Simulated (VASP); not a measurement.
Runs of VASP 6.6.1 on MgO. The structure is that of space group P6_3/mmc (No. 194), or close to it. The cells are those of the table. 

| cell | gap on the mesh (eV) | pressure (GPa) |
| --- | --- | --- |
| a = 3.574, b = 3.574, c = 4.074 Å, angles 90.0, 90.0, 120.0°, 4 atoms | 3.26 | -1.4 |
| a = 3.486, b = 3.486, c = 4.282 Å, angles 90.0, 90.0, 120.0°, 4 atoms | (c) | -2.4 |
| a = 3.312, b = 3.312, c = 4.074 Å, angles 90.0, 90.0, 120.0°, 4 atoms | (a) | 23.4 |
| a = 3.312, b = 3.312, c = 4.387 Å, angles 90.0, 90.0, 120.0°, 4 atoms | 3.51 | 11.3 |
| a = 3.574, b = 3.574, c = 4.282 Å, angles 90.0, 90.0, 120.0°, 4 atoms | 2.95 | -7.9 |
| a = 3.661, b = 3.661, c = 3.969 Å, angles 90.0, 90.0, 120.0°, 4 atoms | (d) | -1.7 |
| a = 3.574, b = 3.574, c = 4.178 Å, angles 90.0, 90.0, 120.0°, 4 atoms | 3.11 | -5.0 |
| a = 3.574, b = 3.574, c = 4.387 Å, angles 90.0, 90.0, 120.0°, 4 atoms | 2.80 | -10.2 |
| a = 3.661, b = 3.661, c = 4.282 Å, angles 90.0, 90.0, 120.0°, 4 atoms | 2.77 | (b) |
| a = 3.312, b = 3.312, c = 4.282 Å, angles 90.0, 90.0, 120.0°, 4 atoms | 3.66 | 14.5 |
| a = 3.399, b = 3.399, c = 4.074 Å, angles 90.0, 90.0, 120.0°, 4 atoms | 3.70 | 12.9 |
| a = 3.399, b = 3.399, c = 4.387 Å, angles 90.0, 90.0, 120.0°, 4 atoms | 3.24 | 2.0 |

Alike in all rows: task single point; level PBEsol; potentials or basis VASP PAW PBE potentials, release 64 (Mg, O); no spin polarisation; k mesh 9 × 9 × 6; cutoff (eV) 520; smearing gaussian 0.05 eV.

Question: Estimate the missing entries.

Answer: (a) 3.97; (b) -12.0; (c) 3.16; (d) 3.23.

Caveats: the PAW data sets were made with another functional, which shifts forces and pressure a little.

